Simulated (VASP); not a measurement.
Ga8Sb3P5:

```
Ga Sb P
1.0
     0.00000    5.70081    5.70081
     5.70081    0.00000    5.70081
     5.70081    5.70081    0.00000
Ga Sb P
8 3 5
Cartesian
  0.0000 0.0000 0.0000
  2.8504 2.8504 0.0000
  2.8504 0.0000 2.8504
  5.7008 2.8504 2.8504
  0.0000 2.8504 2.8504
  2.8504 5.7008 2.8504
  2.8504 2.8504 5.7008
  5.7008 5.7008 5.7008
  1.4252 1.4252 1.4252
  4.2756 4.2756 1.4252
  4.2756 1.4252 4.2756
  7.1260 4.2756 4.2756
  1.4252 4.2756 4.2756
  4.2756 7.1260 4.2756
  4.2756 4.2756 7.1260
  7.1260 7.1260 7.1260
```

* Program: VASP 6.6.1
* Task: relaxation of cell and atoms
* Functional: PBEsol
* Potentials or basis: VASP PAW PBE potentials, release 64 (Ga_d, Sb, P)
* Cutoff: 600 eV
* k mesh: 6 × 6 × 5
* Occupations: gaussian, width 0.03 eV
* Spin: no spin polarisation

At the start: pressure 1.1 GPa; volume 23.16 Å³/atom.

**Question.** Where does the relaxation end?

**Answer.** Over 27 steps the energy falls by 67.9 meV/atom and the volume is 23.12 Å³/atom (-0.1 %); space group R3m (No. 160, to 0.1 Å) before and after.

Step by step:
| step | energy change (eV) | largest force (eV/Å) | pressure (GPa) | volume (Å³) |
| --- | --- | --- | --- | --- |
| 1 | 0.0000 | 2.1953 | 1.11 | 370.54 |
| 2 | -0.9057 | 0.8162 | -1.31 | 379.20 |
| 3 | -0.9760 | 0.3764 | -1.97 | 382.48 |
| 4 | -1.0670 | 0.3057 | 0.68 | 366.65 |
| 5 | -1.0754 | 0.2406 | 0.09 | 370.08 |
| 6 | -1.0843 | 0.0727 | 0.03 | 369.96 |
| 7 | -1.0849 | 0.0454 | 0.05 | 369.92 |
| 8 | -1.0855 | 0.0307 | -0.07 | 370.35 |
| 9 | -1.0855 | 0.0197 | -0.02 | 370.24 |
| 10 | -1.0855 | 0.0210 | -0.05 | 370.26 |
| 11 | -1.0855 | 0.0201 | -0.03 | 370.25 |
| 12 | -1.0857 | 0.0172 | 0.02 | 370.09 |
| 13 | -1.0857 | 0.0190 | 0.00 | 370.06 |
| 14 | -1.0857 | 0.0232 | 0.03 | 369.98 |
| 15 | -1.0858 | 0.0178 | -0.05 | 370.14 |
| 16 | -1.0858 | 0.0186 | -0.02 | 370.14 |
| 17 | -1.0859 | 0.0203 | 0.02 | 370.03 |
| 18 | -1.0860 | 0.0224 | 0.02 | 369.97 |
| 19 | -1.0860 | 0.0272 | 0.05 | 369.86 |
| 20 | -1.0860 | 0.0259 | 0.03 | 369.88 |
| 21 | -1.0861 | 0.0220 | 0.00 | 369.95 |
| 22 | -1.0862 | 0.0234 | -0.01 | 370.09 |
| 23 | -1.0863 | 0.0141 | -0.01 | 370.08 |
| 24 | -1.0863 | 0.0207 | 0.01 | 370.05 |
| 25 | -1.0864 | 0.0136 | -0.02 | 370.10 |
| 26 | -1.0864 | 0.0122 | -0.03 | 370.12 |
| 27 | -1.0864 | 0.0038 | 0.03 | 370.00 |

Final structure:
```xyz
16
Lattice="-0.0114 5.7037 5.7037 5.6923 0.0000 5.6923 5.6923 5.6923 0.0000" Properties=species:S:1:pos:R:3 pbc="T T T"
Ga    0.0895    5.6028    5.6028
Ga    8.5260    8.5509   11.2288
Ga    8.5260   11.2288    8.5509
Ga    5.8481    8.5509    8.5509
Ga   11.2903    8.6160    8.6160
Ga    8.4609    5.7866    8.6160
Ga    8.4609    8.6160    5.7866
Ga    5.6717    5.7130    5.7130
Sb    1.4200    1.4290    1.4290
Sb    4.2634    4.2724    1.4290
Sb    4.2634    1.4290    4.2724
P     7.1128    4.2718    4.2718
P     1.4296    4.2627    4.2627
P     4.2511    7.1335    4.2750
P     4.2511    4.2750    7.1335
P     7.1096    7.1335    7.1335
```

Caveat: the PAW data sets were made with another functional, which shifts forces and pressure a little.
